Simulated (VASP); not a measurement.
# LaAl2N3 (P-3m1) in VASP: a series of runs

The runs below take LaAl2N3 through relaxation of cell and atoms, single point, with PBE.

Everything below comes from runs of VASP 6.6.1. Logs are shortened: lines on timing, memory, paths and dates and some standing lists are left out, and cuts for length are marked.

## Step 1: The cell of the first run

It takes space group P-3m1 (No. 164, trigonal). The conventional cell has a = 3.501 Å, b = 3.501 Å, c = 8.588 Å, α = 90.00°, β = 90.00°, γ = 120.00°. La (site symmetry -3m) has 6 N at 2.53 Å within 3.3 Å. Within 3.2 Å of Al (site symmetry 3m) lie 6 N at 2.45 Å. N (site symmetry -3m) has 6 Al at 2.45 Å within 3.2 Å. Within 3.2 Å of N (site symmetry 3m) lie 3 Al at 2.45 Å and 3 La at 2.53 Å.

## Step 2: Relaxation of cell and atoms, PBE

INCAR

```
SYSTEM = LaAl2N3
  ALGO = Normal
  EDIFF = 1E-6
  EDIFFG = -0.04
  ENCUT = 600
  GGA = PE
  IBRION = 2
  ISIF = 3
  ISMEAR = 0
  LASPH = .TRUE.
  LCHARG = .FALSE.
  LREAL = .FALSE.
  LWAVE = .FALSE.
  NELM = 60
  NSW = 90
  PREC = Accurate
  SIGMA = 0.1
```

KPOINTS

```
k-points
0
G
  6 6 2
  0 0 0
```

POSCAR

```
LaAl2N3
1.0
    3.5009900000      0.0000000000      0.0000000000
   -1.7504950000      3.0319462800      0.0000000000
    0.0000000000      0.0000000000      8.5877800400
La Al N
1 2 3
Direct
    0.0000000000      0.0000000000      0.0000000000
    0.3333333300      0.6666666700      0.6616931600
    0.6666666700      0.3333333300      0.3383068400
    0.0000000000      0.0000000000      0.5000000000
    0.3333333300      0.6666666700      0.1769821900
    0.6666666700      0.3333333300      0.8230178100
```

Potentials or basis: VASP PAW PBE potentials, release 64 (La, Al, N).

On the command line:

```console
$ cat potpaw_PBE.64/La/POTCAR potpaw_PBE.64/Al/POTCAR potpaw_PBE.64/N/POTCAR > POTCAR
$ mpirun -np 1 vasp_std > vasp.out
```

OUTCAR:

```text
SYSTEM = LaAl2N3
   EDIFF = 1E-6
   EDIFFG = -0.04
   ENCUT = 600
   GGA = PE
   IBRION = 2
   ISIF = 3
   ISMEAR = 0
   LASPH = .TRUE.
   LREAL = .FALSE.
   NELM = 60
   NSW = 90
   PREC = Accurate

 ion  position               nearest neighbor table
   1  0.000  0.000  0.000-   5 2.53   6 2.53   6 2.53   5 2.53   6 2.53   5 2.53
   2  0.333  0.667  0.662-   6 2.45   6 2.45   6 2.45   4 2.45   4 2.45   4 2.45
   3  0.667  0.333  0.338-   5 2.45   5 2.45   5 2.45   4 2.45   4 2.45   4 2.45
   4  0.000  0.000  0.500-   2 2.45   3 2.45   3 2.45   2 2.45   3 2.45   2 2.45
   5  0.333  0.667  0.177-   3 2.45   3 2.45   3 2.45   1 2.53   1 2.53   1 2.53
   6  0.667  0.333  0.823-   2 2.45   2 2.45   2 2.45   1 2.53   1 2.53   1 2.53

  LATTYP: Found a hexagonal cell.
 ALAT       =     3.5009900000
 C/A-ratio  =     2.4529576034

  Lattice vectors:

 A1 = (   3.5009900000,   0.0000000000,   0.0000000000)
 A2 = (  -1.7504950000,   3.0319462800,   0.0000000000)
 A3 = (   0.0000000000,   0.0000000000,   8.5877800400)

Analysis of symmetry for initial positions (statically):
=====================================================================
 Subroutine PRICEL returns:
 Original cell was already a primitive cell.

 Routine SETGRP: Setting up the symmetry group for a
 hexagonal supercell.

 Subroutine GETGRP returns: Found 12 space group operations
 (whereof 12 operations were pure point group operations)
 out of a pool of 24 trial point group operations.

The static configuration has the point symmetry D_3d.

Analysis of symmetry for dynamics (positions and initial velocities):
=====================================================================
 Subroutine PRICEL returns:
 Original cell was already a primitive cell.

 Routine SETGRP: Setting up the symmetry group for a
 hexagonal supercell.

 Subroutine GETGRP returns: Found 12 space group operations
 (whereof 12 operations were pure point group operations)
 out of a pool of 24 trial point group operations.

The dynamic configuration has the point symmetry D_3d.

 Subroutine INISYM returns: Found 12 space group operations
 (whereof 12 operations are pure point group operations),
 and found     1 'primitive' translations

----------------------------------------------------------------------------------------

                                     Primitive cell

  volume of cell :      91.1577

  direct lattice vectors                    reciprocal lattice vectors
     3.500990000  0.000000000  0.000000000     0.285633492  0.164910574  0.000000000
    -1.750495000  3.031946280  0.000000000     0.000000000  0.329821147  0.000000000
     0.000000000  0.000000000  8.587780040     0.000000000  0.000000000  0.116444529

  length of vectors
     3.500990000  3.500990001  8.587780040     0.329821147  0.329821147  0.116444529

  position of ions in fractional coordinates (direct lattice)
     0.000000000  0.000000000  0.000000000
     0.333333330  0.666666670  0.661693160
     0.666666670  0.333333330  0.338306840
     0.000000000  0.000000000  0.500000000
     0.333333330  0.666666670  0.176982190
     0.666666670  0.333333330  0.823017810

  ion indices of the primitive-cell ions
   primitive index   ion index
                 1           1
                 2           2
                 3           3
                 4           4
                 5           5
                 6           6

----------------------------------------------------------------------------------------

 KPOINTS: k-points

Automatic generation of k-mesh.
 Grid dimensions read from file:
 generate k-points for:    6    6    2

 Generating k-lattice:

  Cartesian coordinates                     Fractional coordinates (reciprocal lattice)
     0.047605582  0.027485096  0.000000000     0.166666667  0.000000000  0.000000000
     0.000000000  0.054970191  0.000000000     0.000000000  0.166666667  0.000000000
     0.000000000  0.000000000  0.058222264     0.000000000  0.000000000  0.500000000

  Length of vectors
     0.054970191  0.054970191  0.058222264

[... 44 lines left out ...]
   IALGO  =     38    algorithm
   IMIX   =      4    mixing-type and parameters
     AMIX     =   0.40;   BMIX     =  1.00
     AMIX_MAG =   1.60;   BMIX_MAG =  1.00
  volume/ion in A,a.u.               =      15.19       102.53
  Fermi-wavevector in a.u.,A,eV,Ry     =   1.154854  2.182358 18.145922  1.333688
  Thomas-Fermi vector in A             =   2.291487
   LORBIT       =      0    0 simple, 1 ext, 2 COOP (PROOUT), +10 PAW based schemes
   GGA     = PE    functional components
   LHFCALC =     F    Hartree Fock is set to
   AEXX    =    0.0000 exact exchange contribution
   IVDW    =     0    specifies the selected vdW correction
   LEPSILON=     F    determine dielectric tensor
   LRPA    =     F    only Hartree local field effects (RPA)
 conjugate gradient relaxation of ions
 non-spin polarized calculation
 Gauss-broadening in eV      SIGMA  =   0.10
  energy-cutoff  :      600.00
  volume of cell :       91.16
 maximum number of plane-waves:      3062
 NGX is ok and might be reduce to    28
   NGX = 13   NGY = 13   NGZ = 35

--------------------------------------- Ionic step        1  -------------------------------------------

 number of electron      31.9999998 magnetization

 Free energy of the ion-electron system (eV)
  ---------------------------------------------------
  ext. energy  EPLUGINS =         0.00000000
  ---------------------------------------------------
  free energy    TOTEN  =       -39.70300642 eV

  energy without entropy =      -39.70300640  energy(sigma->0) =      -39.70300641

------------------------ aborting loop because EDIFF is reached ----------------------------------------

  FORCE on cell =-STRESS in cart. coord.  units (eV):
  Direction    XX          YY          ZZ          XY          YZ          ZX
  --------------------------------------------------------------------------------------
  -------------------------------------------------------------------------------------
  Total      -11.3647147    -11.3647147    -15.4347034     -0.0000000      0.0000000      0.0000000
  in kB     -199.7449623   -199.7449625   -271.2786310     -0.0000000      0.0000000      0.0000000
  external PRESSURE =    -223.5895186 kB  Pullay stress =       0.0000000 kB
[... 27 lines left out ...]
--------------------------------------- Ionic step        2  -------------------------------------------

 number of electron      32.0000001 magnetization

 E-fermi :  10.3438     XC(G=0): -11.8281

 val. band max:        9.9692214780   @ k =   0.5000  -0.0000   0.0000
 cond. band min:      10.7182623673   @ k =   0.5000  -0.0000   0.0000
 fundamental gap:      0.7490408893
 Fermi energy:        10.3438443102

 k-point     1 :       0.0000    0.0000    0.0000
  band No.  band energies     occupation
      1     -21.1532      2.00000
      2      -8.0078      2.00000
      3      -5.4703      2.00000
      4      -3.0721      2.00000
      5      -2.9439      2.00000
      6      -2.9439      2.00000
[... 384 lines left out ...]
  FREE ENERGIE OF THE ION-ELECTRON SYSTEM (eV)
  ---------------------------------------------------
  free  energy   TOTEN  =       -41.5475229851 eV

  energy  without entropy=      -41.5475229851  energy(sigma->0) =      -41.54752299

[... ionic steps 4 to 8 ...]

--------------------------------------- Ionic step        9  -------------------------------------------

 number of electron      32.0000000 magnetization

------------------------ aborting loop because EDIFF is reached ----------------------------------------
[... 75 lines left out ...]
--------------------------------------- Ionic step       11  -------------------------------------------

 number of electron      32.0000000 magnetization

 Free energy of the ion-electron system (eV)
  ---------------------------------------------------
  ext. energy  EPLUGINS =         0.00000000
  ---------------------------------------------------
  free energy    TOTEN  =       -42.44837521 eV

  energy without entropy =      -42.44239848  energy(sigma->0) =      -42.44538684

 E-fermi :   9.4179     XC(G=0): -11.6862

 val. band max:        9.3936298042   @ k =   0.1667   0.1667   0.5000
 cond. band min:       9.4318529445   @ k =   0.0000   0.0000   0.0000
 fundamental gap:      0.0382231403
 Fermi energy:         9.4179155902

 k-point     1 :       0.0000    0.0000    0.0000
  band No.  band energies     occupation
      1     -22.5380      2.00000
      2      -8.0238      2.00000
      3      -6.0494      2.00000
      4      -4.2067      2.00000
      5      -4.2067      2.00000
      6      -3.4631      2.00000
[... 344 lines left out ...]
  FREE ENERGIE OF THE ION-ELECTRON SYSTEM (eV)
  ---------------------------------------------------
  free  energy   TOTEN  =       -42.4483752100 eV

  energy  without entropy=      -42.4423984786  energy(sigma->0) =      -42.44538684

 reached required accuracy - stopping structural energy minimisation
```

Wall time 3.3 min (1 thread of Intel Xeon Platinum 8559C (Emerald Rapids), shared host); peak memory 0.25 GiB.

Results:

```
Free energy                            : -42.4484 eV
Relaxed volume                         : 11.37 Å³/atom
Relaxed cell                           : a = 3.158 Å, b = 3.158 Å, c = 7.901 Å, α = 90.00°, β = 90.00°, γ = 120.00°
Space group after relaxing (to 0.05 Å) : P-3m1 (No. 164)
Energy gained by relaxing              : 457.6 meV/atom
Ionic steps                            : 11
Pressure after relaxing                : 0.2 GPa
Largest force after relaxing           : 0.012 eV/Å
Band gap on the k mesh                 : zero (band 16 reaches 9.43 eV, above the bottom of band 17 at 9.20 eV)
```

Forces on the atoms (eV/Å):
```
La   0.000  0.000  0.000
Al   0.000  0.000 -0.006
Al   0.000  0.000  0.006
N    0.000  0.000  0.000
N    0.000  0.000  0.012
N    0.000  0.000 -0.012
```

The path:
| step | energy change (eV) | largest force (eV/Å) | pressure (GPa) | volume (Å³) |
| --- | --- | --- | --- | --- |
| 1 | 0.0000 | 1.6538 | -22.36 | 91.16 |
| 2 | -1.5914 | 3.8348 | 19.80 | 65.92 |
| 3 | -1.8445 | 3.2345 | 3.33 | 71.43 |
| 4 | -2.5396 | 1.1216 | 3.60 | 68.57 |
| 5 | -2.6048 | 1.0583 | 4.27 | 67.53 |
| 6 | -2.7098 | 0.3681 | -4.90 | 70.20 |
| 7 | -2.7309 | 0.0301 | -2.50 | 69.42 |
| 8 | -2.7434 | 0.1612 | 0.58 | 68.02 |
| 9 | -2.7446 | 0.1169 | -0.14 | 68.34 |
| 10 | -2.7453 | 0.0406 | 0.11 | 68.22 |
| 11 | -2.7454 | 0.0116 | 0.21 | 68.25 |

Final structure:
```xyz
6
Lattice="3.1582 0.0000 0.0000 -1.5791 2.7351 0.0000 0.0000 0.0000 7.9007" Properties=species:S:1:pos:R:3 pbc="T T T"
La    0.0000    0.0000    0.0000
Al    0.0000    1.8234    5.1179
Al    1.5791    0.9117    2.7829
N     0.0000    0.0000    3.9504
N     0.0000    1.8234    1.7092
N     1.5791    0.9117    6.1916
```

Caveat: the k points lie up to 0.40 Å⁻¹ apart in the final cell; the volume moved by over 15 % at a fixed basis, so the end points are rough; spin-orbit coupling is left out, which moves the levels of the heavy elements.

## Step 3: Single point, PBE

This run uses another cell than the first one, of 11.42 Å³/atom, 0.752 times its volume.

INCAR

```
SYSTEM = LaAl2N3
PREC = Accurate ; ENCUT = 520
EDIFF = 1E-6 ; ISMEAR = 0
SIGMA = 0.1 ; LREAL = .FALSE.
LASPH = .TRUE. ; NELM = 60
ALGO = Normal ; ISIF = 2
LWAVE = .FALSE. ; LCHARG = .TRUE.
GGA = PE ; LELF = .TRUE.
LVHAR = .TRUE. ; NBANDS = 25
```

KPOINTS

```
regular mesh
0
G
  12 12 6
  0 0 0
```

POSCAR

```
LaAl2N3
1.0
    3.1639253102      0.0000000000      0.0000000000
   -1.5819626551      2.7400396943      0.0000000000
    0.0000000000      0.0000000000      7.9042196481
La Al N
1 2 3
Direct
    0.0000000000      0.0000000000      0.0000000000
    0.3333333333      0.6666666667      0.6476180607
    0.6666666667      0.3333333333      0.3523819393
    0.0000000000      0.0000000000      0.5000000000
    0.3333333333      0.6666666667      0.2155200750
    0.6666666667      0.3333333333      0.7844799250
```

Potentials or basis: VASP PAW PBE potentials, release 64 (La, Al, N).

On the command line:

```console
$ cat potpaw_PBE.64/La/POTCAR potpaw_PBE.64/Al/POTCAR potpaw_PBE.64/N/POTCAR > POTCAR
$ mpirun -np 1 vasp_std > vasp.out
```

Run time: 81 s. Hardware: 1 thread of Intel Xeon Platinum 8559C (Emerald Rapids), shared host; peak memory 0.31 GiB.

It converged, with:

```
Free energy            : -42.4035 eV
Pressure               : -0.2 GPa
Largest force          : 0.016 eV/Å
Band gap on the k mesh : zero (band 16 reaches 9.38 eV, above the bottom of band 17 at 9.17 eV)
```

Forces in eV/Å, atoms in the order of the input:
```
La   0.000  0.000  0.000
Al   0.000  0.000  0.009
Al   0.000  0.000 -0.009
N    0.000  0.000  0.000
N    0.000  0.000 -0.016
N    0.000  0.000  0.016
```

Stress tensor (GPa, compression positive):
```
-0.17  0.00  0.00
 0.00 -0.17  0.00
 0.00  0.00 -0.42
```

Levels at points of the mesh, in eV from the Fermi level:
| k point | band 12 | band 13 | band 14 | band 15 | band 16 | band 17 | band 18 | band 19 | band 20 | band 21 |
| --- | --- | --- | --- | --- | --- | --- | --- | --- | --- | --- |
| (0.00, 0.00, 0.00) | -1.18 | -1.18 | -0.48 | -0.48 | 0.06 | 1.32 | 2.49 | 3.81 | 3.81 | 4.13 |
| (0.50, 0.00, 0.00) | -2.46 | -2.25 | -1.54 | -0.67 | -0.25 | -0.15 | 3.54 | 3.65 | 3.87 | 3.89 |
| (0.00, 0.00, 0.50) | -0.96 | -0.85 | -0.85 | -0.71 | -0.71 | 1.95 | 2.40 | 3.54 | 3.87 | 3.87 |
| (0.50, 0.00, 0.50) | -2.81 | -1.56 | -1.49 | -1.31 | -1.30 | 0.35 | 3.41 | 3.54 | 3.85 | 4.31 |

Caveat: spin-orbit coupling is left out, which moves the levels of the heavy elements.

## Step 4: Single point, PBE

This run uses another cell than the first one, of 11.42 Å³/atom, 0.752 times its volume.

INCAR

```
PREC = Accurate
ENCUT = 520
EDIFF = 1E-6
ISMEAR = 0
SIGMA = 0.1
LREAL = False
LASPH = True
NELM = 80
ALGO = Normal
ISIF = 2
LWAVE = False
LCHARG = True
GGA = PE
LELF = True
LVHAR = True
NBANDS = 25
```

KPOINTS

```
Automatic mesh
0
Gamma
  12 12 6
```

POSCAR is that of step 3.

On the command line:

```console
$ cat potpaw_PBE.64/La/POTCAR potpaw_PBE.64/Al/POTCAR potpaw_PBE.64/N/POTCAR > POTCAR
$ mpirun -np 1 vasp_std > vasp.out
```

It took 81 s on 1 thread of Intel Xeon Platinum 8559C (Emerald Rapids), shared host; peak memory 0.3 GiB.

It converged, with:

```yaml
Free_energy: -42.4035 eV
Pressure: -0.2 GPa
Largest_force: 0.016 eV/Å
Band_gap_on_the_k_mesh: zero (band 16 reaches 9.38 eV, above the bottom of band 17 at 9.17 eV)
```

Forces on the atoms (eV/Å):
```
La   0.000  0.000  0.000
Al   0.000  0.000  0.009
Al   0.000  0.000 -0.009
N    0.000  0.000  0.000
N    0.000  0.000 -0.016
N    0.000  0.000  0.016
```

Stress tensor (GPa, compression positive):
```
-0.17  0.00  0.00
 0.00 -0.17  0.00
 0.00  0.00 -0.42
```

Levels at points of the mesh, in eV from the Fermi level:
```csv
k point,band 13,band 14,band 15,band 16,band 17,band 18,band 19,band 20
"(0.00, 0.00, 0.00)",-1.18,-0.48,-0.48,0.06,1.32,2.49,3.81,3.81
"(0.50, 0.00, 0.00)",-2.25,-1.54,-0.67,-0.25,-0.15,3.54,3.65,3.87
"(0.00, 0.00, 0.50)",-0.85,-0.85,-0.71,-0.71,1.95,2.40,3.54,3.87
"(0.50, 0.00, 0.50)",-1.56,-1.49,-1.31,-1.30,0.35,3.41,3.54,3.85
```

Caveat: spin-orbit coupling is left out, which moves the levels of the heavy elements.

## Step 5: Relaxation of cell and atoms, PBE

This run uses another cell than the first one, of 11.39 Å³/atom, 0.750 times its volume.

INCAR

```
SYSTEM = LaAl2N3
PREC = Accurate
ENCUT = 600
EDIFF = 1E-6
ISMEAR = 0
SIGMA = 0.1
LREAL = .False.
LASPH = .True.
NELM = 60
ALGO = Normal
ISIF = 3
LWAVE = .False.
LCHARG = .False.
GGA = PE
IBRION = 2
NSW = 100
EDIFFG = -0.01
```

KPOINTS

```
Automatic mesh
0
Gamma
  12 12 6
  0 0 0
```

POSCAR

```
LaAl2N3
1.0
    3.1585092885      0.0000000000      0.0000000000
   -1.5792546442      2.7353492819      0.0000000000
    0.0000000000      0.0000000000      7.9081983796
La Al N
1 2 3
Direct
    0.0000000000      0.0000000000      0.0000000000
    0.3333333333      0.6666666667      0.6476640310
    0.6666666667      0.3333333333      0.3523359690
    0.0000000000      0.0000000000      0.5000000000
    0.3333333333      0.6666666667      0.2166480152
    0.6666666667      0.3333333333      0.7833519848
```

On the command line:

```console
$ cat potpaw_PBE.64/La/POTCAR potpaw_PBE.64/Al/POTCAR potpaw_PBE.64/N/POTCAR > POTCAR
$ mpirun -np 1 vasp_std > vasp.out
```

It took 7.2 min on 1 thread of Intel Xeon Platinum 8559C (Emerald Rapids), shared host; peak memory 0.37 GiB.

Results (log left out):

* Free energy: -42.4089 eV
* Relaxed volume: 11.40 Å³/atom
* Relaxed cell: a = 3.163 Å, b = 3.163 Å, c = 7.895 Å, α = 90.00°, β = 90.00°, γ = 120.00°
* Space group after relaxing (to 0.05 Å): P-3m1 (No. 164)
* Energy gained by relaxing: 0.2 meV/atom
* Ionic steps: 8
* Pressure after relaxing: 0.0 GPa
* Largest force after relaxing: 0.009 eV/Å
* Band gap on the k mesh: zero (band 16 reaches 9.40 eV, above the bottom of band 17 at 9.19 eV)

Forces in eV/Å, atoms in the order of the input:
```
La   0.000  0.000  0.000
Al   0.000  0.000 -0.009
Al   0.000  0.000  0.009
N    0.000  0.000  0.000
N    0.000  0.000  0.002
N    0.000  0.000 -0.002
```

Stress tensor (GPa, compression positive):
```
-0.01  0.00  0.00
 0.00 -0.01  0.00
 0.00  0.00  0.07
```

The path:
| step | energy change (eV) | largest force (eV/Å) | pressure (GPa) | volume (Å³) |
| --- | --- | --- | --- | --- |
| 1 | 0.0000 | 0.1142 | -0.12 | 68.32 |
| 2 | -0.0009 | 0.0313 | 0.30 | 68.24 |
| 3 | -0.0009 | 0.0371 | 0.32 | 68.24 |
| 4 | -0.0013 | 0.0270 | -0.05 | 68.43 |
| 5 | -0.0013 | 0.0268 | -0.06 | 68.44 |
| 6 | -0.0013 | 0.0259 | -0.11 | 68.46 |
| 7 | -0.0013 | 0.0262 | -0.09 | 68.44 |
| 8 | -0.0013 | 0.0093 | 0.02 | 68.42 |

Final structure:
```yaml
crystal:
  lattice:
    - [3.16336, 0.00000, 0.00000]
    - [-1.58168, 2.73955, 0.00000]
    - [0.00000, 0.00000, 7.89471]
  atoms:
    - { symbol: La, position: [0.00000, 0.00000, 0.00000] }
    - { symbol: Al, position: [0.33333, 0.66667, 0.64772] }
    - { symbol: Al, position: [0.66667, 0.33333, 0.35228] }
    - { symbol: N, position: [0.00000, 0.00000, 0.50000] }
    - { symbol: N, position: [0.33333, 0.66667, 0.21535] }
    - { symbol: N, position: [0.66667, 0.33333, 0.78465] }
```

Levels at points of the mesh, in eV from the Fermi level:
```csv
k point,band 13,band 14,band 15,band 16,band 17,band 18,band 19,band 20
"(0.00, 0.00, 0.00)",-1.19,-0.49,-0.49,0.05,1.33,2.50,3.82,3.82
"(0.50, 0.00, 0.00)",-2.27,-1.54,-0.67,-0.24,-0.15,3.55,3.66,3.90
"(0.00, 0.00, 0.50)",-0.86,-0.86,-0.71,-0.71,1.96,2.41,3.55,3.88
"(0.50, 0.00, 0.50)",-1.56,-1.49,-1.32,-1.31,0.36,3.42,3.55,3.87
```

Caveat: spin-orbit coupling is left out, which moves the levels of the heavy elements.

## Step 6: The runs side by side

```csv
task,cell,k mesh,cutoff (eV),gap on the mesh (eV),pressure (GPa),relaxed volume (Å³/atom),largest force (eV/Å)
relaxation of cell and atoms,"relaxed from a = 3.501, b = 3.501, c = 8.588 Å, angles 90.0, 90.0, 120.0°, 6 atoms",6 × 6 × 2,600,none,0.2,11.37,0.01
single point,"a = 3.164, b = 3.164, c = 7.904 Å, angles 90.0, 90.0, 120.0°, 6 atoms",12 × 12 × 6,520,none,-0.2,-,0.02
relaxation of cell and atoms,"relaxed from a = 3.159, b = 3.159, c = 7.908 Å, angles 90.0, 90.0, 120.0°, 6 atoms",12 × 12 × 6,600,none,0.0,11.40,0.01
```

Alike in all rows: level PBE; potentials or basis VASP PAW PBE potentials, release 64 (La, Al, N); no spin polarisation; smearing gaussian 0.1 eV.

Caveats: some runs use coarse meshes; spin-orbit coupling is left out, which moves the levels of the heavy elements; the volume moved by over 15 % at a fixed basis, so the end points are rough (some runs).

Total energies depend on the potentials used, so only differences within one code and one set of settings carry meaning.
